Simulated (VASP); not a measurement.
Here is a VASP 6.6.1 calculation.

The input INCAR:

```
SYSTEM = BN
PREC     = Accurate       ! precision mode
ENCUT    = 600            ! plane-wave cutoff, eV
EDIFF    = 1E-7           ! SCF threshold, eV
ISMEAR   = 0              ! smearing method
SIGMA    = 0.1            ! smearing width, eV
LREAL    = .False.        ! projectors in reciprocal space
LASPH    = .True.         ! aspherical terms in the spheres
NELM     = 80             ! most SCF steps
ALGO     = Normal         ! electronic algorithm
ISIF     = 3              ! what is computed and relaxed
LWAVE    = .False.        ! write WAVECAR
LCHARG   = .False.        ! write CHGCAR
GGA      = PE             ! functional
IBRION   = 2              ! ionic algorithm
NSW      = 100            ! ionic steps
EDIFFG   = -0.01          ! ionic threshold
```

The input KPOINTS:

```
regular mesh
0
Gamma
  24 24 24
  0 0 0
```

File POSCAR:

```
BN
1.0
    1.1406891394     -4.2447218801      0.0000000000
    1.1406891394      4.2447218801      0.0000000000
    0.0000000000      0.0000000000      2.2809362686
B N
1 1
Direct
    0.0000000000      0.0000000000      0.0000000000
    0.5000000000      0.5000000000      0.5000000000
```

Potentials or basis: VASP PAW PBE potentials, release 64 (B, N).

Command:

```console
$ cat potpaw_PBE.64/B/POTCAR potpaw_PBE.64/N/POTCAR > POTCAR
$ mpirun -np 1 vasp_std > vasp.out
```

(1) What does it give for the space group after relaxing (to 0.1 Å)?

(2) Predict the relaxed cell.

Results:

(1) Cmmm (No. 65).

(2) a = 4.081 Å, b = 4.081 Å, c = 2.281 Å, α = 90.00°, β = 90.00°, γ = 147.55°.
